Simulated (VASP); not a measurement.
# HfN (Cmcm) in VASP: notebook

Runs on HfN. Level: LDA. Tasks: single point.

Program: VASP 6.6.1. These are calculated values, not measurements. Logs are shortened: lines on timing, memory, paths and dates and some standing lists are left out, and cuts for length are marked.

## Step 1: The cell of the first run

Symmetry: Cmcm, No. 63, orthorhombic system. The conventional cell has a = 4.468 Å, b = 4.468 Å, c = 4.468 Å, α = 90.00°, β = 90.00°, γ = 90.00°. Hf (site symmetry m2m) has 6 N at 2.16 to 2.31 Å within 2.9 Å. Within 2.9 Å of N (site symmetry m2m) lie 6 Hf at 2.16 to 2.31 Å.

## Step 2: Single point, LDA (atoms displaced along several vibrational modes)

Input file INCAR:

```
SYSTEM = HfN
ALGO = Normal
EDIFF = 1E-6
ENCUT = 520
ISIF = 2
ISMEAR = 0
LASPH = .TRUE.
LCHARG = .TRUE.
LELF = .TRUE.
LREAL = .FALSE.
LVHAR = .TRUE.
LWAVE = .FALSE.
NBANDS = 23
NELM = 80
PREC = Accurate
SIGMA = 0.15
```

Input file KPOINTS:

```
k-points
0
G
  14 14 10
  0 0 0
```

Input file POSCAR:

```
HfN
1.0
    0.0000000000     -2.2339756809     -2.2339756809
    0.0000000000      2.2339756809     -2.2339756809
    4.4679513618      0.0000000000      0.0000000000
Hf N
2 2
Direct
    0.5145217473      0.4854782527      0.5000000000
   -0.0145217473      0.0145217473      0.0000000000
    0.5018796635      0.4981203365      0.0000000000
   -0.0018796635      0.0018796635      0.5000000000
```

Potentials or basis: VASP PAW LDA potentials, release 64 (Hf_pv, N).

The run is started by

```
cat potpaw_LDA.64/Hf_pv/POTCAR potpaw_LDA.64/N/POTCAR > POTCAR
mpirun -np 1 vasp_std > vasp.out
```

OUTCAR:

```text
SYSTEM = HfN
   EDIFF = 1E-6
   ENCUT = 520
   ISIF = 2
   ISMEAR = 0
   LASPH = .TRUE.
   LREAL = .FALSE.
   NELM = 80
   PREC = Accurate

 ion  position               nearest neighbor table
   1  0.515  0.485  0.500-   4 2.16   3 2.23   3 2.23   4 2.24   4 2.24   4 2.31   2 3.07   2 3.07
                             2 3.16   2 3.16   2 3.16   2 3.16   2 3.25   2 3.25
   2  0.985  0.015  0.000-   3 2.16   4 2.23   4 2.23   3 2.24   3 2.24   3 2.31   1 3.07   1 3.07
                             1 3.16   1 3.16   1 3.16   1 3.16   1 3.25   1 3.25
   3  0.502  0.498  0.000-   2 2.16   1 2.23   1 2.23   2 2.24   2 2.24   2 2.31
   4  0.998  0.002  0.500-   1 2.16   2 2.23   2 2.23   1 2.24   1 2.24   1 2.31

  LATTYP: Found a simple tetragonal cell.
 ALAT       =     3.1593187059
 C/A-ratio  =     1.4142135624

  Lattice vectors:

 A1 = (   0.0000000000,  -2.2339756809,  -2.2339756809)
 A2 = (   0.0000000000,   2.2339756809,  -2.2339756809)
 A3 = (   4.4679513618,   0.0000000000,   0.0000000000)

Analysis of symmetry for initial positions (statically):
=====================================================================
 Subroutine PRICEL returns:
 Original cell was already a primitive cell.

 Routine SETGRP: Setting up the symmetry group for a
 simple tetragonal supercell.

 Subroutine GETGRP returns: Found  8 space group operations
 (whereof  4 operations were pure point group operations)
 out of a pool of 16 trial point group operations.

The static configuration has the point symmetry C_2v.
 The point group associated with its full space group is D_2h.

Analysis of symmetry for dynamics (positions and initial velocities):
=====================================================================
 Subroutine PRICEL returns:
 Original cell was already a primitive cell.

 Routine SETGRP: Setting up the symmetry group for a
 simple tetragonal supercell.

 Subroutine GETGRP returns: Found  8 space group operations
 (whereof  4 operations were pure point group operations)
 out of a pool of 16 trial point group operations.

The dynamic configuration has the point symmetry C_2v.
 The point group associated with its full space group is D_2h.

 Subroutine INISYM returns: Found  8 space group operations
 (whereof  4 operations are pure point group operations),
 and found     1 'primitive' translations

----------------------------------------------------------------------------------------

                                     Primitive cell

  volume of cell :      44.5959

  direct lattice vectors                    reciprocal lattice vectors
     0.000000000 -2.233975681 -2.233975681     0.000000000 -0.223816223 -0.223816223
     0.000000000  2.233975681 -2.233975681     0.000000000  0.223816223 -0.223816223
     4.467951362  0.000000000  0.000000000     0.223816223  0.000000000  0.000000000

  length of vectors
     3.159318706  3.159318706  4.467951362     0.316523939  0.316523939  0.223816223

  position of ions in fractional coordinates (direct lattice)
     0.514521747  0.485478253  0.500000000
     0.985478253  0.014521747  0.000000000
     0.501879663  0.498120337  0.000000000
     0.998120337  0.001879663  0.500000000

  ion indices of the primitive-cell ions
   primitive index   ion index
                 1           1
                 2           2
                 3           3
                 4           4

----------------------------------------------------------------------------------------

 KPOINTS: k-points

Automatic generation of k-mesh.
 Grid dimensions read from file:
 generate k-points for:   14   14   10

 Generating k-lattice:

  Cartesian coordinates                     Fractional coordinates (reciprocal lattice)
     0.000000000 -0.015986873 -0.015986873     0.071428571  0.000000000  0.000000000
     0.000000000  0.015986873 -0.015986873     0.000000000  0.071428571  0.000000000
     0.022381622  0.000000000  0.000000000     0.000000000  0.000000000  0.100000000

  Length of vectors
     0.022608853  0.022608853  0.022381622

  Shift w.r.t. Gamma in fractional coordinates (k-lattice)
     0.000000000  0.000000000  0.000000000

 Subroutine IBZKPT returns following result:
 ===========================================

 Found    342 irreducible k-points:

 Following reciprocal coordinates:
            Coordinates               Weight
  0.000000  0.000000  0.000000      1.000000
  0.071429  0.000000  0.000000      4.000000
  0.142857  0.000000  0.000000      4.000000
  0.214286  0.000000  0.000000      4.000000
  0.285714  0.000000  0.000000      4.000000
  0.357143  0.000000  0.000000      4.000000
[... 16 lines left out ...]
 -0.142857  0.142857  0.000000      2.000000
  0.214286  0.142857  0.000000      4.000000
 [... further k-points ...]
   k-points           NKPTS =    342   k-points in BZ     NKDIM =    342   number of bands    NBANDS=     23
   number of dos      NEDOS =    301   number of ions     NIONS =      4
   total plane-waves  NPLWV =  20736
   dimension x,y,z NGX =    24 NGY =   24 NGZ =   36
   dimension x,y,z NGXF=    48 NGYF=   48 NGZF=   72
   ions per type =               2   2
   NGX,Y,Z   is equivalent  to a cutoff of  12.63, 12.63, 13.40 a.u.
   NGXF,Y,Z  is equivalent  to a cutoff of  25.26, 25.26, 26.79 a.u.
 SYSTEM =  HfN
   PREC   = accura    normal or accurate (medium, high low for compatibility)
   ISTART =      0    job   : 0-new  1-cont  2-samecut
   ICHARG =      2    charge: 1-file 2-atom 10-const
   ISPIN  =      1    spin polarized calculation?
   LNONCOLLINEAR =      F non collinear calculations
   LSORBIT =      F    spin-orbit coupling
   LASPH  =      T    aspherical Exc in radial PAW
   ENCUT  =  520.0 eV  38.22 Ry    6.18 a.u.   5.87  5.87  8.31*2*pi/ulx,y,z
   NELM   =     80;   NELMIN=  2; NELMDL= -5     # of ELM steps
   EDIFF  = 0.1E-05   stopping-criterion for ELM
   LREAL  =      F    real-space projection
   EDIFFG = 0.1E-04   stopping-criterion for IOM
   NSW    =      0    number of steps for IOM
   IBRION =     -1    ionic relax: 0-MD 1-quasi-New 2-CG
   NFREE  =      0    steps in history (QN), initial steepest desc. (CG)
   ISIF   =      2    stress and relaxation
   ISYM   =      2    0-nonsym 1-usesym 2-fastsym
   POTIM  = 0.5000    time-step for ionic-motion
   TEBEG  =    0.0;   TEEND  =   0.0 temperature during run
   PSTRESS=    0.0 pullay stress
   NELECT =      30.0000    total number of electrons
   NUPDOWN=      -1.0000    fix difference up-down
   EMIN   =  10.00;   EMAX   =-10.00  energy-range for DOS
   EFERMI =   0.00;   METHOD = LEGACY
   ISMEAR =     0;   SIGMA  =   0.15  broadening in eV -4-tet -1-fermi 0-gaus
   EFERMI_NEDOS =   21; number of points for ismear=-14 and -15
   IALGO  =     38    algorithm
   IMIX   =      4    mixing-type and parameters
     AMIX     =   0.40;   BMIX     =  1.00
     AMIX_MAG =   1.60;   BMIX_MAG =  1.00
  volume/ion in A,a.u.               =      11.15        75.24
  Fermi-wavevector in a.u.,A,eV,Ry     =   1.434444  2.710705 27.995735  2.057628
  Thomas-Fermi vector in A             =   2.553851
   LORBIT       =      0    0 simple, 1 ext, 2 COOP (PROOUT), +10 PAW based schemes
   GGA     = CA    functional components
   LHFCALC =     F    Hartree Fock is set to
   AEXX    =    0.0000 exact exchange contribution
   IVDW    =     0    specifies the selected vdW correction
   LEPSILON=     F    determine dielectric tensor
   LRPA    =     F    only Hartree local field effects (RPA)
 non-spin polarized calculation
 Gauss-broadening in eV      SIGMA  =   0.15
  energy-cutoff  :      520.00
  volume of cell :       44.60
 maximum number of plane-waves:      1240
   NGX = 11   NGY = 11   NGZ = 17

 number of electron      30.0000003 magnetization

 Free energy of the ion-electron system (eV)
  ---------------------------------------------------
  ext. energy  EPLUGINS =         0.00000000
  ---------------------------------------------------
  free energy    TOTEN  =       -47.65548291 eV

  energy without entropy =      -47.64103396  energy(sigma->0) =      -47.64825843

 E-fermi :   8.4969     XC(G=0): -13.1494

 val. band max:        8.4831490647   @ k =   0.4286   0.4286   0.4000
 cond. band min:       8.4978333766   @ k =  -0.2143   0.2143   0.3000
 fundamental gap:      0.0146843120
 Fermi energy:         8.4968845209

 k-point     1 :       0.0000    0.0000    0.0000
  band No.  band energies     occupation
      1     -23.2271      2.00000
      2     -22.6658      2.00000
      3     -22.6511      2.00000
      4     -22.3042      2.00000
      5     -22.3037      2.00000
      6     -22.2916      2.00000
[... 15 lines left out ...]
     22      12.8039      0.00000
     23      14.5233      0.00000

 k-point     2 :       0.0714    0.0000    0.0000
  band No.  band energies     occupation
      1     -23.2137      2.00000
      2     -22.6869      2.00000
      3     -22.6493      2.00000
      4     -22.3419      2.00000
      5     -22.3042      2.00000
      6     -22.3006      2.00000
[... 15 lines left out ...]
     22      13.0915      0.00000
     23      13.9245      0.00000

 k-point     3 :       0.1429    0.0000    0.0000
  band No.  band energies     occupation
      1     -23.1746      2.00000
      2     -22.7603      2.00000
      3     -22.6290      2.00000
      4     -22.4465      2.00000
      5     -22.3276      2.00000
      6     -22.3057      2.00000
[... 15 lines left out ...]
     22      13.4699      0.00000
     23      13.8603      0.00000
[... 495 lines left out ...]
 k-point    23 :      -0.1429    0.1429    0.0000
  band No.  band energies     occupation
      1     -23.1256      2.00000
      2     -22.7617      2.00000
      3     -22.6992      2.00000
      4     -22.5136      2.00000
      5     -22.3705      2.00000
      6     -22.3593      2.00000
[... 15 lines left out ...]
     22      13.8385      0.00000
     23      14.1471      0.00000

 k-point    24 :       0.2143    0.1429    0.0000
  band No.  band energies     occupation
      1     -23.0685      2.00000
      2     -22.8571      2.00000
      3     -22.6716      2.00000
      4     -22.6353      2.00000
      5     -22.3977      2.00000
      6     -22.3909      2.00000
[... 15 lines left out ...]
     22      14.2350      0.00000
     23      14.3568      0.00000

 [... further k-points ...]

------------------------ aborting loop because EDIFF is reached ----------------------------------------

  FORCE on cell =-STRESS in cart. coord.  units (eV):
  Direction    XX          YY          ZZ          XY          YZ          ZX
  --------------------------------------------------------------------------------------
  -------------------------------------------------------------------------------------
  Total       -0.3544528      0.4957275     -0.2441784      0.0000000      0.0000000      0.0000000
  in kB      -12.7342589     17.8097701     -8.7724841      0.0000000      0.0000000      0.0000000
  external PRESSURE =      -1.2323243 kB  Pullay stress =       0.0000000 kB

 VOLUME and BASIS-vectors are now :
 -----------------------------------------------------------------------------
  energy-cutoff  :      520.00
  volume of cell :       44.60
      direct lattice vectors                 reciprocal lattice vectors
     0.000000000 -2.233975681 -2.233975681     0.000000000 -0.223816223 -0.223816223
     0.000000000  2.233975681 -2.233975681     0.000000000  0.223816223 -0.223816223
     4.467951362  0.000000000  0.000000000     0.223816223  0.000000000  0.000000000

 POSITION                                       TOTAL-FORCE (eV/Angst)
 -----------------------------------------------------------------------------------
      2.23398     -0.06488     -2.23398         0.000000      1.289185      0.000000
      0.00000     -2.16909     -2.23398         0.000000     -1.289185      0.000000
      0.00000     -0.00840     -2.23398         0.000000      0.570766      0.000000
      2.23398     -2.22558     -2.23398         0.000000     -0.570766      0.000000
 -----------------------------------------------------------------------------------
    total drift:                                0.000000     -0.000000     -0.000000

  FREE ENERGIE OF THE ION-ELECTRON SYSTEM (eV)
  ---------------------------------------------------
  free  energy   TOTEN  =       -47.6554829066 eV

  energy  without entropy=      -47.6410339619  energy(sigma->0) =      -47.64825843
```

It took 4.8 min on 1 thread of Intel Xeon 8259CL, shared host; peak memory 0.39 GiB.

What came out:

* Free energy: -47.6555 eV
* Pressure: -0.1 GPa
* Largest force: 1.289 eV/Å
* Band gap on the k mesh: zero (bands 15 and 16 overlap by 7.03 eV)

Forces on the atoms (eV/Å):
```
Hf   0.000  1.289  0.000
Hf   0.000 -1.289  0.000
N    0.000  0.571  0.000
N    0.000 -0.571  0.000
```

Stress tensor (GPa, compression positive):
```
-1.27  0.00  0.00
 0.00  1.78  0.00
 0.00  0.00 -0.88
```

Caveat: the cell differs from its parent crystal (atoms displaced along several vibrational modes); spin-orbit coupling is left out, which moves the levels of the heavy elements; forces of over 1 eV/Å act on the atoms, so gaps and moduli don't describe the material at rest.

[end of part 1 of 2]
